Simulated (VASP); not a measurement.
Runs of VASP 6.6.1 on YMg2O2. The structure is that of space group I4/mmm (No. 139), or close to it. The cells are those of the table. 

```tsv
task	spin	cell	cutoff (eV)	gap on the mesh (eV)	pressure (GPa)	moment (μB)	largest force (eV/Å)
single point	collinear, ferromagnetic start	a = 4.639 Å, angles 108.2, 108.2, 112.1°, 5 atoms	520	none	31.4	0.21	(a)
single point	collinear, ferromagnetic start	a = 5.469 Å, angles 104.9, 104.9, 119.1°, 5 atoms	520	none	0.2	0.00	0.23
single point	off	a = 5.469 Å, angles 104.9, 104.9, 119.1°, 5 atoms	520	none	0.2	-	0.23
relaxation of cell and atoms	off	relaxed from a = 4.639 Å, angles 108.2, 108.2, 112.1°, 5 atoms	600	none	0.0	-	0.01
single point	off	a = 4.639 Å, angles 108.2, 108.2, 112.1°, 5 atoms	520	none	31.4	-	0.59
```

Alike in all rows: level PBE; potentials or basis VASP PAW PBE potentials, release 64 (Y_sv, Mg, O); k mesh 4 × 4 × 4; smearing gaussian 0.1 eV.

Q: Fill in the values left out.

A: (a) 0.60.

Caveats: all runs use coarse meshes; an odd number of electrons without spin polarisation forces a metal (some runs); a magnetic or distorted state may lie lower (some runs).

A k mesh can miss the band edges, and the runs leave out spin-orbit coupling on Y.

A gap of «none» marks levels without a gap at the run's occupations.
